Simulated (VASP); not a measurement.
Here is a VASP 6.6.1 calculation.

INCAR

```
PREC = Accurate
ENCUT = 520
EDIFF = 1E-7
ISMEAR = 0
SIGMA = 0.03
LREAL = False
LASPH = True
NELM = 80
ALGO = Normal
ISIF = 2
LWAVE = False
LCHARG = False
GGA = PS
NBANDS = 31
```

File KPOINTS:

```
Automatic mesh
0
Gamma
  6 6 6
```

The input POSCAR:

```
Si7Ge
1.0
    5.4591768100      0.0000000000      0.0000000000
    0.0000000000      5.4591768100      0.0000000000
    0.0000000000      0.0000000000      5.4591768100
Si Ge
7 1
Direct
    0.2457423599      0.2457423599      0.2457423599
    0.0100494708      0.5018312183      0.5018312183
    0.5018312183      0.5018312183      0.0100494708
    0.5018312183      0.0100494708      0.5018312183
    0.7491024250      0.2628532173      0.7491024250
    0.7491024250      0.7491024250      0.2628532173
    0.2628532173      0.7491024250      0.7491024250
   -0.0079318314     -0.0079318314     -0.0079318314
```

Potentials or basis: VASP PAW PBE potentials, release 64 (Si, Ge_d).

The run is started by

```bash
$ cat potpaw_PBE.64/Si/POTCAR potpaw_PBE.64/Ge_d/POTCAR > POTCAR
$ mpirun -np 1 vasp_std > vasp.out
```

(1) Estimate the pressure.

(2) Estimate the largest force.

(3) Predict the band gap on the k mesh.

Answers

(1) -0.1 GPa.

(2) 0.208 eV/Å.

(3) 0.28 eV, direct.

Caveat: the cell differs from its parent crystal (mode 4 (110.9 1/cm) frozen in, largest displacement -0.075 Å); the PAW data sets were made with another functional, which shifts forces and pressure a little.
